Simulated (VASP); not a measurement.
Runs of VASP 6.6.1 on Mo2Br. The structure is that of space group Fd-3m (No. 227), or close to it. The cells are those of the table. 

```tsv
task	spin	cell	k mesh	cutoff (eV)	gap on the mesh (eV)	pressure (GPa)
single point	off	a = 5.374 Å, angles 60.0°, 6 atoms	4 × 4 × 4	520	none	(a)
relaxation of cell and atoms	off	relaxed from a = 5.525 Å, angles 60.0°, 6 atoms	4 × 4 × 4	600	none	-0.1
single point	collinear	a = 5.525 Å, angles 60.0°, 6 atoms	4 × 4 × 4	520	none	-8.4
single point	off	a = 5.377 Å, angles 60.0°, 6 atoms	8 × 8 × 8	520	none	0.5
```

Alike in all rows: level r2SCAN; potentials or basis VASP PAW PBE potentials, release 64 (Mo_sv, Br); smearing gaussian 0.1 eV.

**Question.** Estimate the missing entries.

**Answer.** (a) 0.4.

Caveats: the PAW data sets were made with another functional, which shifts forces and pressure a little; the cell stands under tension (at least some runs).

A k mesh can miss the band edges, and the runs leave out spin-orbit coupling on Br, Mo.

A gap of «none» marks levels without a gap at the run's occupations.
